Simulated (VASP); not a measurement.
Here is a VASP 6.6.1 calculation.

File INCAR:

```
SYSTEM = Al30Cu
PREC     = Accurate       ! precision mode
ENCUT    = 520            ! plane-wave cutoff, eV
EDIFF    = 1E-6           ! SCF threshold, eV
ISMEAR   = 0              ! smearing method
SIGMA    = 0.15           ! smearing width, eV
LREAL    = Auto         
LASPH    = .TRUE.         ! aspherical terms in the spheres
NELM     = 100            ! most SCF steps
ALGO     = Normal         ! electronic algorithm
ISIF     = 2              ! what is computed and relaxed
LWAVE    = .FALSE.        ! write WAVECAR
LCHARG   = .FALSE.        ! write CHGCAR
GGA      = PE             ! functional
NBANDS   = 72             ! bands
```

KPOINTS

```
regular mesh
0
G
  3 3 3
  0 0 0
```

Contents of POSCAR:

```
Al30Cu
1.0
    8.1000000000      0.0000000000      0.0000000000
    0.0000000000      8.1000000000      0.0000000000
    0.0000000000      0.0000000000      8.1000000000
Al Cu
30 1
Direct
    0.5025016737      0.0002730615      0.0022576537
    0.7500000000      0.2475626849      0.0024373151
   -0.0025016737      0.0002730615      0.0022576537
    0.2500000000      0.2510023421     -0.0010023421
    0.4987902398      0.5005264211     -0.0006930924
    0.7500000000      0.7529219150      0.0018136908
    0.2500000000     -0.0001933040      0.2501933040
    0.5025016737      0.2477423463      0.2497269385
    0.7500000000      0.5033687164      0.2537425141
    0.5110303814     -0.0040398972      0.4949993413
    0.7500000000      0.2481863092      0.4970780850
    0.7500000000     -0.0037425141      0.7466312836
    0.0012097602      0.5005264211     -0.0006930924
    0.2500000000      0.7490142861     -0.0006300835
   -0.0025016737      0.2477423463      0.2497269385
    0.2500000000      0.5017850055      0.2505806561
    0.5110303814      0.7550006587      0.2540398972
   -0.0110303814     -0.0040398972      0.4949993413
    0.2500000000      0.2506300835      0.5009857139
    0.5007856176      0.5033165412      0.5014487446
    0.2500000000     -0.0005806561      0.7482149945
    0.4987902398      0.2506930924      0.7494735789
    0.7500000000      0.5004437123      0.7495562877
   -0.0110303814      0.7550006587      0.2540398972
   -0.0007856176      0.5033165412      0.5014487446
    0.2500000000      0.7495554067      0.5004445933
    0.0012097602      0.2506930924      0.7494735789
    0.2500000000      0.5004139615      0.7495860385
    0.5007856176      0.7485512554      0.7466834588
   -0.0007856176      0.7485512554      0.7466834588
    0.7500000000     -0.2544949074      0.5044949074
```

Potentials or basis: VASP PAW PBE potentials, release 64 (Al, Cu).

The run is started by

```bash
$ cat potpaw_PBE.64/Al/POTCAR potpaw_PBE.64/Cu/POTCAR > POTCAR
$ mpirun -np 1 vasp_std > vasp.out
```

Problem. Estimate the pressure.

Solution. -2.2 GPa.

Problem. Predict the band gap on the k mesh.

Solution. Zero (an odd number of electrons rules out a gap without spin polarisation).

Problem. What does it give for the largest force?

Solution. 0.015 eV/Å.

Forces on the atoms (eV/Å):
```
Al   0.000  0.001  0.005
Al   0.000 -0.004  0.004
Al   0.000  0.001  0.005
Al   0.000  0.007 -0.007
Al  -0.006  0.002 -0.004
Al   0.000  0.000 -0.001
Al   0.000  0.002 -0.002
Al   0.000 -0.005 -0.001
Al   0.000 -0.014 -0.003
Al   0.002  0.004 -0.002
Al   0.000  0.001  0.000
Al   0.000  0.003  0.014
Al   0.006  0.002 -0.004
Al   0.000 -0.008 -0.001
Al   0.000 -0.005 -0.001
Al   0.000  0.011  0.003
Al   0.002  0.002 -0.004
Al  -0.002  0.004 -0.002
Al   0.000  0.001  0.008
Al  -0.006 -0.003 -0.001
Al   0.000 -0.003 -0.011
Al  -0.006  0.004 -0.002
Al   0.000  0.000  0.000
Al  -0.002  0.002 -0.004
Al   0.006 -0.003 -0.001
Al   0.000 -0.002  0.002
Al   0.006  0.004 -0.002
Al   0.000  0.003 -0.003
Al  -0.006  0.001  0.003
Al   0.006  0.001  0.003
Cu   0.000 -0.010  0.010
```
